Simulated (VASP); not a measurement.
A run of VASP 6.6.1 is set up as follows.

File INCAR:

```
SYSTEM = Na
PREC = Accurate
ENCUT = 520
EDIFF = 1E-6
ISMEAR = -1
SIGMA = 0.05
LREAL = .FALSE.
LASPH = .TRUE.
NELM = 100
ALGO = Fast
ISIF = 2
LWAVE = .FALSE.
LCHARG = .FALSE.
GGA = PE
NBANDS = 18
```

File KPOINTS:

```
regular mesh
0
G
  8 8 3
  0 0 0
```

The input POSCAR:

```
Na
1.0
    3.2387180798     -1.8809831473      0.0000000000
    3.2387180798      1.8809831473      0.0000000000
   -2.2030663250      0.0000000000      9.4880870178
Na
3
Direct
    0.7775850000      0.7775850000      0.3333240000
    0.2224150000      0.2224150000      0.6666760000
    0.0000000000      0.0000000000      0.0000000000
```

Potentials or basis: VASP PAW PBE potentials, release 64 (Na_pv).

Run with:

```console
$ cat potpaw_PBE.64/Na_pv/POTCAR > POTCAR
$ mpirun -np 1 vasp_std > vasp.out
```

Q: Estimate the pressure.

A: -0.3 GPa.

Q: Estimate the band gap on the k mesh.

A: Zero (an odd number of electrons rules out a gap without spin polarisation).

Stress tensor (GPa, compression positive):
```
-0.01  0.00  0.01
 0.00 -0.18  0.00
 0.01  0.00 -0.61
```
